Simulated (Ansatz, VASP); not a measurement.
**Two plane-wave programs on C**

```xyz
8
Lattice="2.5388 0.0000 0.0000 -1.2694 2.1987 0.0000 0.0000 0.0000 8.2917" Properties=species:S:1:pos:R:3 pbc="T T T"
C     1.2694    0.7329    6.9961
C     0.0000    1.4658    2.8503
C     1.2694    0.7329    5.4414
C     0.0000    1.4658    1.2956
C     0.0000    0.0000    7.5143
C     0.0000    0.0000    3.3685
C     0.0000    0.0000    4.9232
C     0.0000    0.0000    0.7773
```

Alike in both runs: task single point; functional BLYP; dispersion D4; k mesh 12 × 12 × 4; occupations fermi-dirac, width 0.05 eV; no spin polarisation.

|  | VASP | Ansatz |
| --- | --- | --- |
| version | VASP 6.6.1 | Ansatz 0.2.0 |
| potentials or method | VASP PAW PBE potentials, release 64 (C) | Ansatz PAW |
| plane-wave cutoff (eV) | 520 | 420 |
| valence electrons in the cell | 32 | 32 |

Ansatz gave:

* gap on the k mesh at the Fermi level (eV): 4.70
* least direct gap on the mesh (eV): 5.30
* pressure (GPa): -7.3
* traceless stress, the component that is largest in VASP (GPa): 7.84
* rms of the force components (eV/Å): 0.180

Q: Estimate VASP's values.

A: gap on the k mesh at the Fermi level (eV): 4.70; least direct gap on the mesh (eV): 5.30; pressure (GPa): -6.7; traceless stress, the component that is largest in VASP (GPa): 7.83; rms of the force components (eV/Å): 0.181.

VASP's potentials were made for PBE, not for BLYP. Atom by atom the forces differ by 0.001 eV/Å (rms over components).

Noted on Ansatz's run: Pulay correction over one GPa.
